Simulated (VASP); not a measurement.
# LiCl in VASP: notebook

The runs below take LiCl through single point, with PBE.

All numbers are computed with VASP 6.6.1; they aren't measurements. Logs are shortened: lines on timing, memory, paths and dates and some standing lists are left out, and cuts for length are marked.

## 1. The cell of the first run

The typed cell holds 8 atoms: a = 3.650 Å, b = 6.301 Å, c = 6.311 Å, α = 109.34°, β = 90.08°, γ = 90.01°.

## 2. Single point, PBE

Input file INCAR:

```
PREC = Accurate
ENCUT = 520
EDIFF = 1E-7
ISMEAR = 0
SIGMA = 0.1
LREAL = F
LASPH = T
NELM = 60
ALGO = Normal
ISIF = 2
LWAVE = F
LCHARG = F
GGA = PE
NBANDS = 30
```

Input file KPOINTS:

```
Automatic mesh
0
Gamma
  4 2 2
```

Input file POSCAR:

```
LiCl
1.0
    0.0012996017      2.5791396612      2.5827576216
    5.1417036862      2.5750472586     -2.5762420412
   -5.1476866609      2.5786311285     -2.5846882871
Li Cl
4 4
Direct
   -0.0024079128     -0.0007711220      0.0000009806
    0.4996516879      0.4996691694      0.0001691569
    0.4997302383      1.0009020361      0.5002208381
   -0.0016314115      0.5006731213      0.4997782484
    1.0029410003      0.2493874182      0.7498175187
    0.4983644709      0.7496583982      0.7501224439
    0.5033733203      0.2502565244      0.2497811811
   -0.0000213934      0.7502244546      0.2501096324
```

Potentials or basis: VASP PAW PBE potentials, release 64 (Li_sv, Cl).

On the command line:

```console
> cat potpaw_PBE.64/Li_sv/POTCAR potpaw_PBE.64/Cl/POTCAR > POTCAR
> mpirun -np 1 vasp_std > vasp.out
```

OUTCAR:

```text
PREC = Accurate
   ENCUT = 520
   EDIFF = 1E-7
   ISMEAR = 0
   LREAL = F
   LASPH = T
   NELM = 60
   ISIF = 2
   GGA = PE

 ion  position               nearest neighbor table
   1  0.998  0.999  0.000-   8 2.57   7 2.57   5 2.57   6 2.57   6 2.58   7 2.60
   2  0.500  0.500  0.000-   7 2.57   5 2.57   6 2.57   8 2.58   8 2.58   5 2.59
   3  0.500  0.001  0.500-   5 2.57   7 2.57   6 2.58   8 2.58   5 2.58   8 2.58
   4  0.998  0.501  0.500-   7 2.57   8 2.57   6 2.58   5 2.58   6 2.58   7 2.60
   5  0.003  0.249  0.750-   3 2.57   2 2.57   1 2.57   4 2.58   3 2.58   2 2.59
   6  0.498  0.750  0.750-   2 2.57   1 2.57   4 2.58   3 2.58   4 2.58   1 2.58
   7  0.503  0.250  0.250-   4 2.57   2 2.57   1 2.57   3 2.57   1 2.60   4 2.60
   8  1.000  0.750  0.250-   1 2.57   4 2.57   3 2.58   2 2.58   2 2.58   3 2.58

  LATTYP: Found a triclinic cell.
 ALAT       =     7.2935340245
 B/A-ratio  =     0.8639420884
 C/A-ratio  =     0.5004451461
 COS(alpha) =     0.0002487055
 COS(beta)  =     0.0014042630
 COS(gamma) =     0.5773975510

  Lattice vectors:

 A1 = (  -0.0059829747,   5.1536783871,  -5.1609303283)
 A2 = (   5.1417036862,   2.5750472586,  -2.5762420412)
 A3 = (  -0.0012996017,  -2.5791396612,  -2.5827576216)

Analysis of symmetry for initial positions (statically):
=====================================================================
 Subroutine PRICEL returns:
 Original cell was already a primitive cell.

 Routine SETGRP: Setting up the symmetry group for a
 triclinic supercell.

 Subroutine GETGRP returns: Found  1 space group operations
 (whereof  1 operations were pure point group operations)
 out of a pool of  2 trial point group operations.

The static configuration has the point symmetry C_1 .

Analysis of symmetry for dynamics (positions and initial velocities):
=====================================================================
 Subroutine PRICEL returns:
 Original cell was already a primitive cell.

 Routine SETGRP: Setting up the symmetry group for a
 triclinic supercell.

 Subroutine GETGRP returns: Found  1 space group operations
 (whereof  1 operations were pure point group operations)
 out of a pool of  2 trial point group operations.

The dynamic configuration has the point symmetry C_1 .

 Subroutine INISYM returns: Found  1 space group operations
 (whereof  1 operations are pure point group operations),
 and found     1 'primitive' translations

----------------------------------------------------------------------------------------

                                     Primitive cell

  volume of cell :     136.9592

  direct lattice vectors                    reciprocal lattice vectors
     0.001299602  2.579139661  2.582757622    -0.000091389  0.193863488  0.193591185
     5.141703686  2.575047259 -2.576242041     0.097300885  0.097049837 -0.096962848
    -5.147686661  2.578631129 -2.584688287    -0.097074246  0.096985982 -0.096801277

  length of vectors
     3.650013700  6.301191017  6.310992790     0.273971909  0.168190151  0.167929084

  position of ions in fractional coordinates (direct lattice)
     0.997592087  0.999228878  0.000000981
     0.499651688  0.499669169  0.000169157
     0.499730238  0.000902036  0.500220838
     0.998368588  0.500673121  0.499778248
     0.002941000  0.249387418  0.749817519
     0.498364471  0.749658398  0.750122444
     0.503373320  0.250256524  0.249781181
     0.999978607  0.750224455  0.250109632

  ion indices of the primitive-cell ions
   primitive index   ion index
                 1           1
                 2           2
                 3           3
                 4           4
                 5           5
                 6           6
                 7           7
                 8           8

----------------------------------------------------------------------------------------

 KPOINTS: Automatic mesh

Automatic generation of k-mesh.
 Grid dimensions read from file:
 generate k-points for:    4    2    2

 Generating k-lattice:

  Cartesian coordinates                     Fractional coordinates (reciprocal lattice)
    -0.000022847  0.048465872  0.048397796     0.250000000  0.000000000  0.000000000
     0.048650442  0.048524918 -0.048481424     0.000000000  0.500000000 -0.000000000
    -0.048537123  0.048492991 -0.048400638    -0.000000000  0.000000000  0.500000000

  Length of vectors
     0.068492977  0.084095076  0.083964542

  Shift w.r.t. Gamma in fractional coordinates (k-lattice)
     0.000000000  0.000000000  0.000000000

 Subroutine IBZKPT returns following result:
 ===========================================

 Found     12 irreducible k-points:

 Following reciprocal coordinates:
            Coordinates               Weight
  0.000000  0.000000  0.000000      1.000000
  0.250000  0.000000  0.000000      2.000000
  0.500000  0.000000  0.000000      1.000000
  0.000000  0.500000  0.000000      1.000000
  0.250000  0.500000  0.000000      2.000000
  0.500000  0.500000  0.000000      1.000000
  0.000000  0.000000  0.500000      1.000000
  0.250000  0.000000  0.500000      2.000000
  0.500000  0.000000  0.500000      1.000000
 -0.000000  0.500000  0.500000      1.000000
  0.250000  0.500000  0.500000      2.000000
  0.500000  0.500000  0.500000      1.000000
   k-points           NKPTS =     12   k-points in BZ     NKDIM =     12   number of bands    NBANDS=     30
   number of dos      NEDOS =    301   number of ions     NIONS =      8
   total plane-waves  NPLWV =  64512
   dimension x,y,z NGX =    28 NGY =   48 NGZ =   48
   dimension x,y,z NGXF=    56 NGYF=   96 NGZF=   96
   ions per type =               4   4
   NGX,Y,Z   is equivalent  to a cutoff of  12.75, 12.66, 12.64 a.u.
   NGXF,Y,Z  is equivalent  to a cutoff of  25.51, 25.33, 25.29 a.u.
 SYSTEM =  unknown system
   PREC   = accura    normal or accurate (medium, high low for compatibility)
   ISTART =      0    job   : 0-new  1-cont  2-samecut
   ICHARG =      2    charge: 1-file 2-atom 10-const
   ISPIN  =      1    spin polarized calculation?
   LNONCOLLINEAR =      F non collinear calculations
   LSORBIT =      F    spin-orbit coupling
   LASPH  =      T    aspherical Exc in radial PAW
   ENCUT  =  520.0 eV  38.22 Ry    6.18 a.u.   6.79 11.72 11.73*2*pi/ulx,y,z
   NELM   =     60;   NELMIN=  2; NELMDL= -5     # of ELM steps
   EDIFF  = 0.1E-06   stopping-criterion for ELM
   LREAL  =      F    real-space projection
   EDIFFG = 0.1E-05   stopping-criterion for IOM
   NSW    =      0    number of steps for IOM
   IBRION =     -1    ionic relax: 0-MD 1-quasi-New 2-CG
   NFREE  =      0    steps in history (QN), initial steepest desc. (CG)
   ISIF   =      2    stress and relaxation
   ISYM   =      2    0-nonsym 1-usesym 2-fastsym
   POTIM  = 0.5000    time-step for ionic-motion
   TEBEG  =    0.0;   TEEND  =   0.0 temperature during run
   PSTRESS=    0.0 pullay stress
   NELECT =      40.0000    total number of electrons
   NUPDOWN=      -1.0000    fix difference up-down
   EMIN   =  10.00;   EMAX   =-10.00  energy-range for DOS
   EFERMI =   0.00;   METHOD = LEGACY
   ISMEAR =     0;   SIGMA  =   0.10  broadening in eV -4-tet -1-fermi 0-gaus
   EFERMI_NEDOS =   21; number of points for ismear=-14 and -15
   IALGO  =     38    algorithm
   IMIX   =      4    mixing-type and parameters
     AMIX     =   0.40;   BMIX     =  1.00
     AMIX_MAG =   1.60;   BMIX_MAG =  1.00
  volume/ion in A,a.u.               =      17.12       115.53
  Fermi-wavevector in a.u.,A,eV,Ry     =   1.086170  2.052563 16.051678  1.179765
  Thomas-Fermi vector in A             =   2.222300
   LORBIT       =      0    0 simple, 1 ext, 2 COOP (PROOUT), +10 PAW based schemes
   GGA     = PE    functional components
   LHFCALC =     F    Hartree Fock is set to
   AEXX    =    0.0000 exact exchange contribution
   IVDW    =     0    specifies the selected vdW correction
   LEPSILON=     F    determine dielectric tensor
   LRPA    =     F    only Hartree local field effects (RPA)
 non-spin polarized calculation
 Gauss-broadening in eV      SIGMA  =   0.10
  energy-cutoff  :      520.00
  volume of cell :      136.96
 maximum number of plane-waves:      3702
 NGX is ok and might be reduce to    28
   NGX = 13   NGY = 23   NGZ = 23

 number of electron      39.9999991 magnetization

 Free energy of the ion-electron system (eV)
  ---------------------------------------------------
  ext. energy  EPLUGINS =         0.00000000
  ---------------------------------------------------
  free energy    TOTEN  =       -29.53143988 eV

  energy without entropy =      -29.53143988  energy(sigma->0) =      -29.53143988

 E-fermi :   0.9550     XC(G=0):  -8.6664

 val. band max:        0.4817911960   @ k =   0.0000   0.0000   0.0000
 cond. band min:       6.7294388013   @ k =   0.0000   0.0000   0.0000
 fundamental gap:      6.2476476053
 Fermi energy:         0.9550335393

 k-point     1 :       0.0000    0.0000    0.0000
  band No.  band energies     occupation
      1     -43.0803      2.00000
      2     -43.0780      2.00000
      3     -43.0773      2.00000
      4     -43.0762      2.00000
      5     -12.8717      2.00000
      6     -12.3230      2.00000
[... 22 lines left out ...]
     29       9.9876      0.00000
     30      12.3944      0.00000

 k-point     2 :       0.2500    0.0000    0.0000
  band No.  band energies     occupation
      1     -43.0794      2.00000
      2     -43.0778      2.00000
      3     -43.0770      2.00000
      4     -43.0761      2.00000
      5     -12.6870      2.00000
      6     -12.2135      2.00000
[... 22 lines left out ...]
     29      10.9740      0.00000
     30      10.9874      0.00000

 k-point     3 :       0.5000    0.0000    0.0000
  band No.  band energies     occupation
      1     -43.0782      2.00000
      2     -43.0779      2.00000
      3     -43.0765      2.00000
      4     -43.0761      2.00000
      5     -12.3204      2.00000
      6     -12.3186      2.00000
[... 286 lines left out ...]
     29      10.7082      0.00000
     30      10.7126      0.00000

 k-point    12 :       0.5000    0.5000    0.5000
  band No.  band energies     occupation
      1     -43.0782      2.00000
      2     -43.0779      2.00000
      3     -43.0765      2.00000
      4     -43.0761      2.00000
      5     -12.3233      2.00000
      6     -12.3217      2.00000
[... 22 lines left out ...]
     29       9.9775      0.00000
     30       9.9812      0.00000

------------------------ aborting loop because EDIFF is reached ----------------------------------------

  FORCE on cell =-STRESS in cart. coord.  units (eV):
  Direction    XX          YY          ZZ          XY          YZ          ZX
  --------------------------------------------------------------------------------------
  -------------------------------------------------------------------------------------
  Total       -0.1168853     -0.1009272     -0.1350031      0.0144076     -0.0147104     -0.0351349
  in kB       -1.3673489     -1.1806671     -1.5792948      0.1685431     -0.1720851     -0.4110157
  external PRESSURE =      -1.3757703 kB  Pullay stress =       0.0000000 kB

 VOLUME and BASIS-vectors are now :
 -----------------------------------------------------------------------------
  energy-cutoff  :      520.00
  volume of cell :      136.96
      direct lattice vectors                 reciprocal lattice vectors
     0.001299602  2.579139661  2.582757622    -0.000091389  0.193863488  0.193591185
     5.141703686  2.575047259 -2.576242041     0.097300885  0.097049837 -0.096962848
    -5.147686661  2.578631129 -2.584688287    -0.097074246  0.096985982 -0.096801277

 POSITION                                       TOTAL-FORCE (eV/Angst)
 -----------------------------------------------------------------------------------
      5.13903      5.14599      0.00228         0.004667      0.006653      0.004003
      2.56893      2.57578      0.00277         0.002275      0.001535      0.002623
     -2.56969      2.58108     -0.00456        -0.003322      0.000475      0.003677
      0.00291      5.15293     -0.00308        -0.005423      0.002878      0.004599
     -2.57755      2.58327     -2.57293         0.005222     -0.006015     -0.013268
     -0.00623      5.15005     -2.58298         0.001131      0.005620      0.007166
      0.00160      2.58679      0.00976        -0.004178     -0.010392     -0.010898
      2.57125      5.15589      0.00349        -0.000372     -0.000754      0.002099
 -----------------------------------------------------------------------------------
    total drift:                               -0.000051     -0.000768     -0.000822

  FREE ENERGIE OF THE ION-ELECTRON SYSTEM (eV)
  ---------------------------------------------------
  free  energy   TOTEN  =       -29.5314398815 eV

  energy  without entropy=      -29.5314398815  energy(sigma->0) =      -29.53143988
```

Run time: 27 s. Hardware: 1 thread of Intel Xeon 6975P-C (Granite Rapids), shared host; peak memory 0.24 GiB.

Results:

```yaml
Free_energy: -29.5314 eV
Largest_force: 0.016 eV/Å
Band_gap_on_the_k_mesh: 6.25 eV
```

Forces on the atoms (eV/Å):
```
Li   0.005  0.007  0.004
Li   0.002  0.002  0.003
Li  -0.003  0.000  0.004
Li  -0.005  0.003  0.005
Cl   0.005 -0.006 -0.013
Cl   0.001  0.006  0.007
Cl  -0.004 -0.010 -0.011
Cl   0.000 -0.001  0.002
```

Caveat: the k points lie up to 0.53 Å⁻¹ apart; the cutoff is under 1.25 times the usual one of these potentials, so pressure, stress and relaxed cells hold a basis-set (Pulay) error.

(Continued in part 2 of 2.)
